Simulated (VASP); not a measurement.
# GaN (P6_3mc) in VASP: further runs

GaN is run at these levels: PBE; tasks: single point.

Everything below comes from runs of VASP 6.6.1. Logs are shortened: lines on timing, memory, paths and dates and some standing lists are left out, and cuts for length are marked.

## Step 1: The cell of the first run

Symmetry: P6_3mc, No. 186, hexagonal system. Conventional cell: a = 3.100 Å, b = 3.100 Å, c = 5.424 Å, α = 90.00°, β = 90.00°, γ = 120.00°. Within 2.5 Å of Ga (site symmetry 3m) lie 4 N at 1.91 to 2.03 Å. Within 2.5 Å of N (site symmetry 3m) lie 4 Ga at 1.91 to 2.03 Å.

## Step 2: Single point, PBE (strain -0.025 along x and y, +0.050 along z)

Contents of INCAR:

```
SYSTEM = GaN
  PREC = Accurate
  ENCUT = 520
  EDIFF = 1E-7
  ISMEAR = 0
  SIGMA = 0.05
  LREAL = .False.
  LASPH = .True.
  NELM = 60
  ALGO = Normal
  ISIF = 2
  LWAVE = .False.
  LCHARG = .True.
  GGA = PE
  LELF = .True.
  LVHAR = .True.
  NBANDS = 26
```

Contents of KPOINTS:

```
regular mesh
0
Gamma
  12 12 6
  0 0 0
```

Contents of POSCAR:

```
GaN
1.0
    3.1004996690      0.0000000000      0.0000000000
   -1.5502498345      2.6851114777      0.0000000000
    0.0000000000      0.0000000000      5.4243000000
Ga N
2 2
Direct
    0.3333333333      0.6666666667      0.0000000000
    0.6666666667      0.3333333333      0.5000000000
    0.3333333333      0.6666666667      0.3750000000
    0.6666666667      0.3333333333      0.8750000000
```

Potentials or basis: VASP PAW PBE potentials, release 64 (Ga_d, N).

Launch:

```
> cat potpaw_PBE.64/Ga_d/POTCAR potpaw_PBE.64/N/POTCAR > POTCAR
> mpirun -np 1 vasp_std > vasp.out
```

OUTCAR:

```text
SYSTEM = GaN
   PREC = Accurate
   ENCUT = 520
   EDIFF = 1E-7
   ISMEAR = 0
   LREAL = .False.
   LASPH = .True.
   NELM = 60
   ISIF = 2
   GGA = PE

 ion  position               nearest neighbor table
   1  0.333  0.667  0.000-   4 1.91   4 1.91   4 1.91   3 2.03
   2  0.667  0.333  0.500-   3 1.91   3 1.91   3 1.91   4 2.03
   3  0.333  0.667  0.375-   2 1.91   2 1.91   2 1.91   1 2.03
   4  0.667  0.333  0.875-   1 1.91   1 1.91   1 1.91   2 2.03

  LATTYP: Found a hexagonal cell.
 ALAT       =     3.1004996690
 C/A-ratio  =     1.7494922042

  Lattice vectors:

 A1 = (   3.1004996690,   0.0000000000,   0.0000000000)
 A2 = (  -1.5502498345,   2.6851114777,   0.0000000000)
 A3 = (   0.0000000000,   0.0000000000,   5.4243000000)

Analysis of symmetry for initial positions (statically):
=====================================================================
 Subroutine PRICEL returns:
 Original cell was already a primitive cell.

 Routine SETGRP: Setting up the symmetry group for a
 hexagonal supercell.

 Subroutine GETGRP returns: Found 12 space group operations
 (whereof  6 operations were pure point group operations)
 out of a pool of 24 trial point group operations.

The static configuration has the point symmetry C_3v.
 The point group associated with its full space group is C_6v.

Analysis of symmetry for dynamics (positions and initial velocities):
=====================================================================
 Subroutine PRICEL returns:
 Original cell was already a primitive cell.

 Routine SETGRP: Setting up the symmetry group for a
 hexagonal supercell.

 Subroutine GETGRP returns: Found 12 space group operations
 (whereof  6 operations were pure point group operations)
 out of a pool of 24 trial point group operations.

The dynamic configuration has the point symmetry C_3v.
 The point group associated with its full space group is C_6v.

 Subroutine INISYM returns: Found 12 space group operations
 (whereof  6 operations are pure point group operations),
 and found     1 'primitive' translations

----------------------------------------------------------------------------------------

                                     Primitive cell

  volume of cell :      45.1583

  direct lattice vectors                    reciprocal lattice vectors
     3.100499669  0.000000000  0.000000000     0.322528659  0.186212008  0.000000000
    -1.550249834  2.685111478  0.000000000     0.000000000  0.372424016  0.000000000
     0.000000000  0.000000000  5.424300000     0.000000000  0.000000000  0.184355585

  length of vectors
     3.100499669  3.100499669  5.424300000     0.372424016  0.372424016  0.184355585

  position of ions in fractional coordinates (direct lattice)
     0.333333333  0.666666667  0.000000000
     0.666666667  0.333333333  0.500000000
     0.333333333  0.666666667  0.375000000
     0.666666667  0.333333333  0.875000000

  ion indices of the primitive-cell ions
   primitive index   ion index
                 1           1
                 2           2
                 3           3
                 4           4

----------------------------------------------------------------------------------------

 KPOINTS: regular mesh

Automatic generation of k-mesh.
 Grid dimensions read from file:
 generate k-points for:   12   12    6

 Generating k-lattice:

  Cartesian coordinates                     Fractional coordinates (reciprocal lattice)
     0.026877388  0.015517667  0.000000000     0.083333333  0.000000000  0.000000000
     0.000000000  0.031035335  0.000000000     0.000000000  0.083333333  0.000000000
     0.000000000  0.000000000  0.030725931     0.000000000  0.000000000  0.166666667

  Length of vectors
     0.031035335  0.031035335  0.030725931

  Shift w.r.t. Gamma in fractional coordinates (k-lattice)
     0.000000000  0.000000000  0.000000000

 Subroutine IBZKPT returns following result:
 ===========================================

 Found     76 irreducible k-points:

 Following reciprocal coordinates:
            Coordinates               Weight
  0.000000  0.000000  0.000000      1.000000
  0.083333  0.000000  0.000000      6.000000
  0.166667 -0.000000  0.000000      6.000000
  0.250000 -0.000000  0.000000      6.000000
  0.333333  0.000000  0.000000      6.000000
  0.416667 -0.000000  0.000000      6.000000
[... 16 lines left out ...]
  0.250000 -0.000000  0.166667     12.000000
  0.333333  0.000000  0.166667     12.000000
 [... further k-points ...]
   k-points           NKPTS =     76   k-points in BZ     NKDIM =     76   number of bands    NBANDS=     26
   number of dos      NEDOS =    301   number of ions     NIONS =      4
   total plane-waves  NPLWV =  23040
   dimension x,y,z NGX =    24 NGY =   24 NGZ =   40
   dimension x,y,z NGXF=    48 NGYF=   48 NGZF=   80
   ions per type =               2   2
   NGX,Y,Z   is equivalent  to a cutoff of  12.87, 12.87, 12.26 a.u.
[... 33 lines left out ...]
  Fermi-wavevector in a.u.,A,eV,Ry     =   1.517970  2.868547 31.350979  2.304232
  Thomas-Fermi vector in A             =   2.627153
   LORBIT       =      0    0 simple, 1 ext, 2 COOP (PROOUT), +10 PAW based schemes
   GGA     = PE    functional components
   LHFCALC =     F    Hartree Fock is set to
   AEXX    =    0.0000 exact exchange contribution
   IVDW    =     0    specifies the selected vdW correction
   LEPSILON=     F    determine dielectric tensor
   LRPA    =     F    only Hartree local field effects (RPA)
 non-spin polarized calculation
 Gauss-broadening in eV      SIGMA  =   0.05
  energy-cutoff  :      520.00
  volume of cell :       45.16
 maximum number of plane-waves:      1232
 NGX is ok and might be reduce to    24
   NGX = 11   NGY = 11   NGZ = 21

 number of electron      36.0000017 magnetization

 Free energy of the ion-electron system (eV)
  ---------------------------------------------------
  ext. energy  EPLUGINS =         0.00000000
  ---------------------------------------------------
  free energy    TOTEN  =       -24.11142059 eV

  energy without entropy =      -24.11142059  energy(sigma->0) =      -24.11142059

 E-fermi :   5.7708     XC(G=0): -11.7354

 val. band max:        5.5549791178   @ k =   0.0000   0.0000   0.0000
 cond. band min:       7.2107789389   @ k =   0.0000   0.0000   0.0000
 fundamental gap:      1.6557998210
 Fermi energy:         5.7708214085

 k-point     1 :       0.0000    0.0000    0.0000
  band No.  band energies     occupation
      1     -10.6590      2.00000
      2      -9.7746      2.00000
      3      -8.0170      2.00000
      4      -8.0170      2.00000
      5      -8.0124      2.00000
      6      -7.9670      2.00000
[... 18 lines left out ...]
     25      17.6480      0.00000
     26      17.6480      0.00000

 k-point     2 :       0.0833    0.0000    0.0000
  band No.  band energies     occupation
      1     -10.5838      2.00000
      2      -9.7485      2.00000
      3      -8.0194      2.00000
      4      -8.0043      2.00000
      5      -7.9808      2.00000
      6      -7.9582      2.00000
[... 18 lines left out ...]
     25      17.1665      0.00000
     26      17.7929      0.00000

 k-point     3 :       0.1667   -0.0000    0.0000
  band No.  band energies     occupation
      1     -10.3793      2.00000
      2      -9.6841      2.00000
      3      -7.9957      2.00000
      4      -7.9725      2.00000
      5      -7.9248      2.00000
      6      -7.9092      2.00000
[... 18 lines left out ...]
     25      16.6958      0.00000
     26      18.1483      0.00000

 k-point     4 :       0.2500   -0.0000    0.0000
  band No.  band energies     occupation
      1     -10.1114      2.00000
      2      -9.6133      2.00000
      3      -7.9672      2.00000
      4      -7.9392      2.00000
      5      -7.8683      2.00000
      6      -7.8500      2.00000
[... 18 lines left out ...]
     25      17.1624      0.00000
     26      17.5667      0.00000
[... 496 lines left out ...]
      1     -10.3198      2.00000
      2      -9.7129      2.00000
      3      -7.9905      2.00000
      4      -7.9690      2.00000
      5      -7.9340      2.00000
      6      -7.9130      2.00000
[... 18 lines left out ...]
     25      16.6323      0.00000
     26      17.9587      0.00000

 k-point    23 :       0.2500   -0.0000    0.1667
  band No.  band energies     occupation
      1     -10.0648      2.00000
      2      -9.6317      2.00000
      3      -7.9646      2.00000
      4      -7.9333      2.00000
      5      -7.8852      2.00000
      6      -7.8561      2.00000
[... 18 lines left out ...]
     25      16.7717      0.00000
     26      18.3052      0.00000

 k-point    24 :       0.3333    0.0000    0.1667
  band No.  band energies     occupation
      1      -9.8434      2.00000
      2      -9.5715      2.00000
      3      -7.9556      2.00000
      4      -7.9116      2.00000
      5      -7.8536      2.00000
      6      -7.8041      2.00000
[... 18 lines left out ...]
     25      16.7877      0.00000
     26      18.4795      0.00000

 [... further k-points ...]
[... 5 lines left out ...]
  --------------------------------------------------------------------------------------
  -------------------------------------------------------------------------------------
  Total        4.9467331      4.9467331     -2.3779202      0.0000000      0.0000000      0.0000000
  in kB      175.5057495    175.5057495    -84.3665219      0.0000000      0.0000000      0.0000000
  external PRESSURE =      88.8816590 kB  Pullay stress =       0.0000000 kB

 VOLUME and BASIS-vectors are now :
 -----------------------------------------------------------------------------
  energy-cutoff  :      520.00
  volume of cell :       45.16
      direct lattice vectors                 reciprocal lattice vectors
     3.100499669  0.000000000  0.000000000     0.322528659  0.186212008  0.000000000
    -1.550249834  2.685111478  0.000000000     0.000000000  0.372424016  0.000000000
     0.000000000  0.000000000  5.424300000     0.000000000  0.000000000  0.184355585

 POSITION                                       TOTAL-FORCE (eV/Angst)
 -----------------------------------------------------------------------------------
     -0.00000      1.79007      0.00000         0.000000     -0.000000      0.500200
      1.55025      0.89504      2.71215        -0.000000      0.000000      0.500200
     -0.00000      1.79007      2.03411        -0.000000      0.000000     -0.500200
      1.55025      0.89504      4.74626         0.000000      0.000000     -0.500200
 -----------------------------------------------------------------------------------
    total drift:                               -0.000000     -0.000000      0.000835

  FREE ENERGIE OF THE ION-ELECTRON SYSTEM (eV)
  ---------------------------------------------------
  free  energy   TOTEN  =       -24.1114205850 eV

  energy  without entropy=      -24.1114205850  energy(sigma->0) =      -24.11142059
```

Wall time 80 s (1 thread of Intel Xeon Platinum 8488C (Sapphire Rapids), shared host); peak memory 0.2 GiB.

Results:

| Property | Result |
| --- | --- |
| Free energy | -24.1114 eV |
| Pressure | 8.9 GPa |
| Largest force | 0.500 eV/Å |
| Band gap on the k mesh | 1.66 eV, direct |

Forces on the atoms (eV/Å):
```
Ga   0.000  0.000  0.500
Ga   0.000  0.000  0.500
N    0.000  0.000 -0.500
N    0.000  0.000 -0.500
```

Stress tensor (GPa, compression positive):
```
17.55  0.00  0.00
 0.00 17.55  0.00
 0.00  0.00 -8.44
```

Levels at points of the mesh, in eV from the valence-band top:
| k point | band 16 | band 17 | band 18 | band 19 | band 20 | band 21 |
| --- | --- | --- | --- | --- | --- | --- |
| (0.00, 0.00, 0.00) | -0.37 | 0.00 | 0.00 | 1.66 | 4.91 | 8.63 |
| (0.50, 0.00, 0.00) | -2.59 | -2.32 | -1.16 | 5.43 | 5.46 | 5.48 |
| (0.00, 0.00, 0.50) | -0.42 | -0.42 | -0.42 | 4.41 | 4.41 | 8.12 |
| (0.50, 0.00, 0.50) | -2.25 | -1.93 | -1.93 | 4.11 | 4.11 | 7.64 |

Caveat: the cell differs from its parent crystal (strain -0.025 along x and y, +0.050 along z).

## Step 3: Single point, PBE (strain +0.025 along x and y, -0.050 along z)

Contents of INCAR:

```
ALGO = Normal ; EDIFF = 1E-6
ENCUT = 520 ; GGA = PE
ISIF = 2 ; ISMEAR = 0
LASPH = True ; LCHARG = True
LELF = True ; LREAL = False
LVHAR = True ; LWAVE = False
NBANDS = 26 ; NELM = 80
PREC = Accurate ; SIGMA = 0.05
```

Contents of KPOINTS:

```
k-points
0
Gamma
  12 12 6
```

Contents of POSCAR:

```
GaN
1.0
    3.2594996520      0.0000000000      0.0000000000
   -1.6297498260      2.8228095022      0.0000000000
    0.0000000000      0.0000000000      4.9077000000
Ga N
2 2
Direct
    0.3333333333      0.6666666667      0.0000000000
    0.6666666667      0.3333333333      0.5000000000
    0.3333333333      0.6666666667      0.3750000000
    0.6666666667      0.3333333333      0.8750000000
```

Potentials or basis: VASP PAW PBE potentials, release 64 (Ga_d, N).

Launch:

```
> cat potpaw_PBE.64/Ga_d/POTCAR potpaw_PBE.64/N/POTCAR > POTCAR
> mpirun -np 1 vasp_std > vasp.out
```

It took 50 s on 1 thread of AMD EPYC 9R45 (Zen 5), shared host; peak memory 0.18 GiB.

Results (log left out):

```yaml
Free_energy: -24.0198 eV
Pressure: 9.8 GPa
Largest_force: 1.340 eV/Å
Band_gap_on_the_k_mesh: 1.96 eV, direct
```

Forces on the atoms (eV/Å):
```
Ga   0.000  0.000 -1.340
Ga   0.000  0.000 -1.340
N    0.000  0.000  1.340
N    0.000  0.000  1.340
```

Stress tensor (GPa, compression positive):
```
-1.90  0.00  0.00
 0.00 -1.90  0.00
 0.00  0.00 33.21
```

Levels at points of the mesh, in eV from the valence-band top:
| k point | band 15 | band 16 | band 17 | band 18 | band 19 | band 20 | band 21 | band 22 |
| --- | --- | --- | --- | --- | --- | --- | --- | --- |
| (0.00, 0.00, 0.00) | -1.47 | -0.11 | -0.11 | 0.00 | 1.96 | 3.56 | 9.26 | 9.26 |
| (0.50, 0.00, 0.00) | -4.40 | -3.14 | -2.37 | -0.91 | 4.52 | 5.60 | 6.52 | 8.67 |
| (0.00, 0.00, 0.50) | -0.81 | -0.81 | -0.81 | -0.81 | 4.00 | 4.00 | 8.98 | 8.98 |
| (0.50, 0.00, 0.50) | -2.13 | -2.13 | -1.70 | -1.70 | 4.49 | 4.49 | 8.03 | 8.03 |

Caveat: the cell differs from its parent crystal (strain +0.025 along x and y, -0.050 along z); forces of over 1 eV/Å act on the atoms, so gaps and moduli don't describe the material at rest.

## Step 4: Single point, PBE (strain +0.000 along x and y, +0.025 along z)

Contents of INCAR:

```
SYSTEM = GaN
PREC = Accurate
ENCUT = 520
EDIFF = 1E-6
ISMEAR = 0
SIGMA = 0.05
LREAL = .FALSE.
LASPH = .TRUE.
NELM = 60
ALGO = Normal
ISIF = 2
LWAVE = .FALSE.
LCHARG = .FALSE.
GGA = PE
NBANDS = 26
```

Contents of KPOINTS:

```
Automatic mesh
0
G
  12 12 6
  0 0 0
```

Contents of POSCAR:

```
GaN
1.0
    3.1799996605      0.0000000000      0.0000000000
   -1.5899998303      2.7539604900      0.0000000000
    0.0000000000      0.0000000000      5.2951500000
Ga N
2 2
Direct
    0.3333333333      0.6666666667      0.0000000000
    0.6666666667      0.3333333333      0.5000000000
    0.3333333333      0.6666666667      0.3750000000
    0.6666666667      0.3333333333      0.8750000000
```

Launch:

```
> cat potpaw_PBE.64/Ga_d/POTCAR potpaw_PBE.64/N/POTCAR > POTCAR
> mpirun -np 1 vasp_std > vasp.out
```

Wall time 51 s (1 thread of AMD EPYC 9R45 (Zen 5), shared host); peak memory 0.18 GiB.

Results (log left out):

* Free energy: -24.3083 eV
* Pressure: 2.7 GPa
* Largest force: 0.094 eV/Å
* Band gap on the k mesh: 1.73 eV, direct

Forces in eV/Å, atoms in the order of the input:
```
Ga   0.000  0.000  0.094
Ga   0.000  0.000  0.094
N    0.000  0.000 -0.094
N    0.000  0.000 -0.094
```

Stress tensor (GPa, compression positive):
```
 5.03  0.00  0.00
 0.00  5.03  0.00
 0.00  0.00 -2.01
```

Levels at points of the mesh, in eV from the valence-band top:
```
           k point  band 14  band 15  band 16  band 17  band 18  band 19  band 20  band 21  band 22  band 23
(0.00, 0.00, 0.00)    -0.95    -0.95    -0.14     0.00     0.00     1.73     4.34     8.90     9.97     9.97
(0.50, 0.00, 0.00)    -5.34    -4.16    -2.63    -2.20    -1.02     5.14     5.42     5.82     8.34    10.08
(0.00, 0.00, 0.50)    -3.97    -0.49    -0.49    -0.49    -0.49     4.19     4.19     8.26     8.26    10.48
(0.50, 0.00, 0.50)    -6.54    -1.98    -1.98    -1.89    -1.89     4.26     4.26     7.61     7.61     9.83
```

Caveat: the cell differs from its parent crystal (strain +0.000 along x and y, +0.025 along z).

## Step 5: Single point, PBE (strain +0.025 along x and y, -0.025 along z)

Contents of INCAR:

```
SYSTEM = GaN
  ALGO = Normal
  EDIFF = 1E-6
  ENCUT = 520
  GGA = PE
  ISIF = 2
  ISMEAR = 0
  LASPH = .TRUE.
  LCHARG = .TRUE.
  LELF = .TRUE.
  LREAL = .FALSE.
  LVHAR = .TRUE.
  LWAVE = .FALSE.
  NBANDS = 26
  NELM = 100
  PREC = Accurate
  SIGMA = 0.05
```

Contents of KPOINTS:

```
k-points
0
G
  12 12 6
  0 0 0
```

Contents of POSCAR:

```
GaN
1.0
    3.2594996520      0.0000000000      0.0000000000
   -1.6297498260      2.8228095022      0.0000000000
    0.0000000000      0.0000000000      5.0368500000
Ga N
2 2
Direct
    0.3333333333      0.6666666667      0.0000000000
    0.6666666667      0.3333333333      0.5000000000
    0.3333333333      0.6666666667      0.3750000000
    0.6666666667      0.3333333333      0.8750000000
```

Launch:

```
> cat potpaw_PBE.64/Ga_d/POTCAR potpaw_PBE.64/N/POTCAR > POTCAR
> mpirun -np 1 vasp_std > vasp.out
```

Wall time 52 s (1 thread of AMD EPYC 9R45 (Zen 5), shared host); peak memory 0.18 GiB.

Results (log left out):

* Free energy: -24.2083 eV
* Pressure: 3.6 GPa
* Largest force: 0.758 eV/Å
* Band gap on the k mesh: 1.82 eV, direct

Forces on the atoms (eV/Å):
```
Ga   0.000  0.000 -0.758
Ga   0.000  0.000 -0.758
N    0.000  0.000  0.758
N    0.000  0.000  0.758
```

Stress tensor (GPa, compression positive):
```
-3.54  0.00  0.00
 0.00 -3.54  0.00
 0.00  0.00 17.94
```

Levels at points of the mesh, in eV from the valence-band top:
| k point | band 16 | band 17 | band 18 | band 19 | band 20 | band 21 |
| --- | --- | --- | --- | --- | --- | --- |
| (0.00, 0.00, 0.00) | -0.06 | -0.06 | 0.00 | 1.82 | 3.67 | 9.35 |
| (0.50, 0.00, 0.00) | -2.91 | -2.25 | -0.90 | 4.66 | 5.46 | 6.32 |
| (0.00, 0.00, 0.50) | -0.69 | -0.69 | -0.69 | 3.96 | 3.96 | 8.69 |
| (0.50, 0.00, 0.50) | -2.00 | -1.73 | -1.73 | 4.41 | 4.41 | 7.81 |

Caveat: the cell differs from its parent crystal (strain +0.025 along x and y, -0.025 along z).

## Step 6: Summary

| cell | gap on the mesh (eV) | pressure (GPa) | largest force (eV/Å) |
| --- | --- | --- | --- |
| a = 3.100, b = 3.100, c = 5.424 Å, angles 90.0, 90.0, 120.0°, 4 atoms | 1.66 | 8.9 | 0.50 |
| a = 3.259, b = 3.259, c = 4.908 Å, angles 90.0, 90.0, 120.0°, 4 atoms | 1.96 | 9.8 | 1.34 |
| a = 3.180, b = 3.180, c = 5.295 Å, angles 90.0, 90.0, 120.0°, 4 atoms | 1.73 | 2.7 | 0.09 |
| a = 3.259, b = 3.259, c = 5.037 Å, angles 90.0, 90.0, 120.0°, 4 atoms | 1.82 | 3.6 | 0.76 |

Alike in all rows: task single point; level PBE; potentials or basis VASP PAW PBE potentials, release 64 (Ga_d, N); no spin polarisation; k mesh 12 × 12 × 6; cutoff (eV) 520; smearing gaussian 0.05 eV.

Caveats: forces of over 1 eV/Å act on the atoms, so gaps and moduli don't describe the material at rest (some runs).

Absolute energies hang on the potentials; compare differences alone.
